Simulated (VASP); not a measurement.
The system is AlN.

```
Al N
1.0
     0.00000    1.97800    1.97800
     1.97800    0.00000    1.97800
     1.97800    1.97800    0.00000
Al N
1 1
Cartesian
  0.0000 0.0000 0.0000
  1.9780 1.9780 1.9780
```

Program: VASP 6.6.1. Alike in all runs: task single point; potentials or basis VASP PAW PBE potentials, release 64 (Al, N); no spin polarisation; cell as given; k mesh 10 × 10 × 10.

**Question.** Order these runs on this cell by their band gap on the k mesh, lowest first.
A. level PBE+D4; cutoff (eV) 600; smearing fermi-dirac 0.1 eV
B. level PBEsol+D3(BJ); cutoff (eV) 520; smearing gaussian 0.05 eV
C. level r2SCAN+D4; cutoff (eV) 520; smearing gaussian 0.05 eV

**Answer.** B (5.01 eV), A (5.19 eV), C (5.87 eV).

A k mesh can miss the band edges.
